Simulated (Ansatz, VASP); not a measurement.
## AlCu3: VASP beside Ansatz

INCAR

```
SYSTEM = AlCu3
ALGO = Fast
EDIFF = 1E-6
ENCUT = 520
GGA = PS
ISIF = 2
ISMEAR = 0
LASPH = .TRUE.
LCHARG = .TRUE.
LELF = .TRUE.
LREAL = .FALSE.
LVHAR = .TRUE.
LWAVE = .FALSE.
NBANDS = 46
NELM = 80
PREC = Accurate
SIGMA = 0.15
```

Contents of KPOINTS:

```
k-points
0
G
  10 8 10
  0 0 0
```

File POSCAR:

```
AlCu3
1.0
    4.0503716077      0.0000000000      0.0000000000
    0.0000000000      4.9647715176      0.0000000000
    0.0000000000      0.0000000000      4.4056293797
Al Cu
2 6
Direct
    0.0000000000      0.0000000000      0.6642284160
    0.5000000000      0.5000000000      0.3357715840
    0.0000000000      0.5000000000      0.6680840759
    0.5000000000      0.0000000000      0.3319159241
    0.0000000000      0.2510188890      0.1639074279
    0.0000000000      0.7489811110      0.1639074279
    0.5000000000      0.2489811110      0.8360925721
    0.5000000000      0.7510188890      0.8360925721
```

Input for Ansatz:

```yaml
crystal:
  lattice:
    - [4.0503716077, 0.0, 0.0]
    - [0.0, 4.9647715176, 0.0]
    - [0.0, 0.0, 4.4056293797]
  atoms:
    - { symbol: Al, position: [0.0, 0.0, 0.664228416] }
    - { symbol: Al, position: [0.5, 0.5, 0.335771584] }
    - { symbol: Cu, position: [0.0, 0.5, 0.6680840759] }
    - { symbol: Cu, position: [0.5, 0.0, 0.3319159241] }
    - { symbol: Cu, position: [0.0, 0.251018889, 0.1639074279] }
    - { symbol: Cu, position: [0.0, 0.748981111, 0.1639074279] }
    - { symbol: Cu, position: [0.5, 0.248981111, 0.8360925721] }
    - { symbol: Cu, position: [0.5, 0.751018889, 0.8360925721] }
basis:
  ecutwfc: 420
kpoints:
  mp_grid: { grid: [10, 8, 10] }
hamiltonian:
  xc: pbesol
scf:
  occupations: { method: gaussian, width: 0.15 }
output:
  forces: true
  stress: true
  eigenvalues: true
```

Change from the starting cell: strain -0.030 along x and y, -0.015 along z, atoms carried along.

Alike in both runs: task single point; functional PBEsol; k mesh 10 × 8 × 10; occupations gaussian, width 0.15 eV; no spin polarisation.

|  | VASP | Ansatz |
| --- | --- | --- |
| version | VASP 6.6.1 | Ansatz 0.2.0 |
| potentials or method | VASP PAW PBE potentials, release 64 (Al, Cu), cutoff 520 eV | scalar-relativistic, plane waves, PAW |
| valence electrons in the cell | 72 | 120 |

|  | VASP | Ansatz | Ansatz less VASP |
| --- | --- | --- | --- |
| gap on the k mesh at the Fermi level (eV) | none | none | - |
| pressure (GPa) | 14.6 | 13.9 | -0.64 |
| traceless stress, the component that is largest in VASP (GPa) | -2.44 | -2.41 | +0.028 |
| rms of the force components (eV/Å) | 0.030 | 0.030 | +0.0004 |

VASP's potentials were made for PBE, not for PBEsol. Atom by atom the forces differ by 0.002 eV/Å (rms over components). A gap of «none» marks a metal or a gap that the smearing closes. The functional is the same, so the differences come from potentials, cutoffs and numerics. VASP's potentials hold 72 valence electrons a cell and Ansatz's 120, so a difference there can come from the potentials and not from the codes.
